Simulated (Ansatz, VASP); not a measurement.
## One calculation of InP, two programs

```
In P
1.0
     0.00000    2.87068    2.87068
     2.87068    0.00000    2.87068
     2.87068    2.87068    0.00000
In P
1 1
Direct
  0.00000 0.00000 0.00000
  0.75000 0.75000 0.75000
```

Alike in both runs: task single point; functional LDA; k mesh 8 × 8 × 8; occupations fermi-dirac, width 0.05 eV; non-collinear spin, spin-orbit coupling.

|  | VASP | Ansatz |
| --- | --- | --- |
| version | VASP 6.6.1 | Ansatz 0.2.0 |
| potentials or method | VASP PAW LDA potentials, release 64 (In_d, P) | Ansatz PAW |
| plane-wave cutoff (eV) | 520 | 420 |
| valence electrons in the cell | 18 | 18 |

```tsv
	VASP	Ansatz	Ansatz less VASP
pressure (GPa)	3.5	3.4	-0.06
```

LDA's correlation is that of Perdew and Zunger in VASP and of Perdew and Wang (1992) in Ansatz.
